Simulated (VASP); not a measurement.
Wanted: the native input for a VASP 6.6.1 run.

```
Task                   : single point
Functional             : PBEsol
Dispersion             : D3(BJ)
Potentials or basis    : VASP PAW PBE potentials, release 64 (Sn_d, Al)
Cutoff                 : 520 eV
k mesh                 : 7 × 7 × 8
Occupations            : fermi-dirac, width 0.05 eV
Spin                   : no spin polarisation
Dipole correction      : no
Further INCAR settings : ALGO = Normal; EDIFF = 1e-07; NBANDS = 16
```

The structure of AlSn lies in POSCAR:

```
AlSn
1.0
    4.0798153119      0.0000000000      0.0000000000
   -2.0399076559      3.5332237029      0.0000000000
    0.0000000000      0.0000000000      3.2533445166
Sn Al
1 1
Direct
    0.3333333333      0.6666666667      0.5000000000
    0.0000000000      0.0000000000      0.0000000000
```

One way to write it, as run:

INCAR

```
PREC = Accurate ; ENCUT = 520
EDIFF = 1E-7 ; ISMEAR = -1
SIGMA = 0.05 ; LREAL = False
LASPH = True ; NELM = 100
ALGO = Normal ; ISIF = 2
LWAVE = False ; LCHARG = False
GGA = PS ; IVDW = 12
NBANDS = 16
```

KPOINTS

```
Automatic mesh
0
Gamma
  7 7 8
```

Potentials or basis: VASP PAW PBE potentials, release 64 (Sn_d, Al).

Run with:

```bash
$ cat potpaw_PBE.64/Sn_d/POTCAR potpaw_PBE.64/Al/POTCAR > POTCAR
$ mpirun -np 1 vasp_std > vasp.out
```

It gave:

| Quantity | Value |
| --- | --- |
| Pressure | 0.0 GPa |
| Dispersion energy per atom | -0.328 eV |

Caveat: the PAW data sets were made with another functional, which shifts forces and pressure a little; pairwise dispersion overbinds metals, which lowers pressure and volume.

Run time: 42 s on 1 thread of AMD EPYC 7R13 (shared host), peak memory 0.15 GiB.
